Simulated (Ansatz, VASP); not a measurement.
## Ni: VASP beside Ansatz

```
CELL_PARAMETERS angstrom
2.41621 0.00000 0.00000
-1.20811 2.09250 0.00000
0.00000 0.00000 3.97316
ATOMIC_POSITIONS crystal
Ni 0.33333 0.66667 0.25000
Ni 0.66667 0.33333 0.75000
```

Alike in both runs: functional LDA; k mesh 14 × 14 × 8; occupations fermi-dirac, width 0.1 eV; no spin polarisation.

Ansatz relaxed the structure, and its values are those at the end. VASP's run is a single point on that final structure, the one shown.

|  | VASP | Ansatz |
| --- | --- | --- |
| version | VASP 6.6.1 | Ansatz 0.2.0 |
| potentials or method | VASP PAW LDA potentials, release 64 (Ni), cutoff 520 eV | plane waves (420 eV) with PAW, scalar-relativistic |
| valence electrons in the cell | 20 | 36 |

|  | VASP | Ansatz | Ansatz less VASP |
| --- | --- | --- | --- |
| pressure (GPa) | -0.1 | 0.0 | +0.09 |

Ansatz warns that its potentials were made for another functional, while VASP's fit it. LDA's correlation is that of Perdew and Zunger in VASP and of Perdew and Wang (1992) in Ansatz. VASP's potentials hold 20 valence electrons a cell and Ansatz's 36, so a difference there can come from the potentials and not from the codes.
